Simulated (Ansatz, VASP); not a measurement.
BeCd2Se3: VASP beside Ansatz

```xyz
6
Lattice="6.8842 0.0000 0.0000 -3.4421 5.9619 0.0000 0.0000 0.0000 3.9864" Properties=species:S:1:pos:R:3 pbc="T T T"
Be    0.0000    0.0000    0.0000
Cd    0.0000    3.9746    0.0000
Cd    3.4421    1.9873    0.0000
Se    3.4421    0.0000    1.9932
Se    1.7210    2.9809    1.9932
Se   -1.7210    2.9809    1.9932
```

Change from the starting cell: species swapped into the GdB2Ru3 type (P6/mmm, No. 191).

Alike in both runs: functional PBE; k mesh 6 × 6 × 10; occupations gaussian, width 0.1 eV; no spin polarisation.

Ansatz relaxed the structure, and its values are those at the end. VASP's run is a single point on that final structure, the one shown.

```csv
,VASP,Ansatz
version,VASP 6.6.1,Ansatz 0.2.0
potentials or method,"VASP PAW PBE potentials, release 64 (Be, Cd, Se), cutoff 520 eV","scalar-relativistic, plane waves, PAW"
valence electrons in the cell,44,90
```

Ansatz gave:

| Item | Value |
| --- | --- |
| gap on the k mesh at the Fermi level (eV) | none |
| pressure (GPa) | 0.0 |

Q: Estimate VASP's values.

A: gap on the k mesh at the Fermi level (eV): none; pressure (GPa): 0.2.

A gap of «none» marks a metal or a gap that the smearing closes. VASP's potentials hold 44 valence electrons a cell and Ansatz's 90, so a difference there can come from the potentials and not from the codes.
